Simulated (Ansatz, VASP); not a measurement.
One calculation of PbSe, two programs

INCAR

```
PREC = Accurate ; ENCUT = 600
EDIFF = 1E-6 ; ISMEAR = 0
SIGMA = 0.01 ; LREAL = False
LASPH = True ; NELM = 60
ALGO = Normal ; ISIF = 3
LWAVE = False ; LCHARG = False
GGA = PS ; IBRION = 2
NSW = 100 ; EDIFFG = -0.005
```

The input KPOINTS:

```
Automatic mesh
0
Gamma
  10 10 10
```

Contents of POSCAR:

```
PbSe
1.0
    0.0000000000      3.0908235365      3.0908235365
    3.0908235365      0.0000000000      3.0908235365
    3.0908235365      3.0908235365      0.0000000000
Pb Se
1 1
Direct
    0.0000000000      0.0000000000      0.0000000000
    0.5000000000      0.5000000000      0.5000000000
```

Input for Ansatz:

```yaml
crystal:
  lattice:
    - [0.0, 3.0908235365, 3.0908235365]
    - [3.0908235365, 0.0, 3.0908235365]
    - [3.0908235365, 3.0908235365, 0.0]
  atoms:
    - { symbol: Pb, position: [0.0, 0.0, 0.0] }
    - { symbol: Se, position: [0.5, 0.5, 0.5] }
basis:
  ecutwfc: 420
kpoints:
  mp_grid: { grid: [10, 10, 10] }
hamiltonian:
  xc: pbesol
scf:
  occupations: { method: gaussian, width: 0.01 }
output:
  forces: true
  stress: true
  eigenvalues: true
  write_density: true
  write_potential: true
  elf: true
  volumetric_format: npy
relax:
  adjacent_minimum: "off"
  f_tol: 0.005
  max_steps: 80
  cell: { stress_tol: 0.05 }
```

Alike in both runs: task relaxation of cell and atoms; functional PBEsol; k mesh 10 × 10 × 10; occupations gaussian, width 0.01 eV; no spin polarisation.

```csv
,VASP,Ansatz
version,VASP 6.6.1,Ansatz 0.2.0
potentials or method,"VASP PAW PBE potentials, release 64 (Pb_d, Se), cutoff 600 eV","scalar-relativistic, plane waves, PAW"
valence electrons in the cell,20,30
```

|  | VASP | Ansatz | Ansatz less VASP |
| --- | --- | --- | --- |
| gap on the k mesh at the Fermi level, each at its own relaxed structure (eV) | 0.17 | 0.17 | -0.006 |
| relaxed volume (Å³/atom) | 28.44 | 28.42 | -0.022 |
| relaxed cell length with the largest relative difference (Å) | 4.317 | 4.316 | -0.0011 |

VASP's potentials were made for PBE, not for PBEsol. VASP's potentials hold 20 valence electrons a cell and Ansatz's 30, so a difference there can come from the potentials and not from the codes.

Neither program's run includes spin-orbit coupling.
